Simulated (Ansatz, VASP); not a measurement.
Mo in VASP and in Ansatz

```
Mo
1.0
    -1.52230    1.52230    1.69605
     1.52230   -1.52230    1.69605
     1.52230    1.52230   -1.69605
Mo
1
Direct
  0.00000 0.00000 0.00000
```

Change from the starting cell: strain +e along x and -e along y +0.0000, strain +e along z and -e/2 along x and y +0.0733.

Alike in both runs: task single point; functional PBE; k mesh 20 × 20 × 20; occupations gaussian, width 0.15 eV; no spin polarisation.

```csv
,VASP,Ansatz
version,VASP 6.6.1,Ansatz 0.2.0
potentials or method,"VASP PAW PBE potentials, release 64 (Mo_sv), cutoff 520 eV","scalar-relativistic, plane waves, PAW"
valence electrons in the cell,14,14
```

Ansatz gave:

- gap on the k mesh at the Fermi level (eV): none
- pressure (GPa): 2.4
- traceless stress, the component that is largest in VASP (GPa): -18.31

Task: Estimate VASP's values.

Result: gap on the k mesh at the Fermi level (eV): none; pressure (GPa): 2.9; traceless stress, the component that is largest in VASP (GPa): -18.29.

A gap of «none» marks a metal or a gap that the smearing closes.
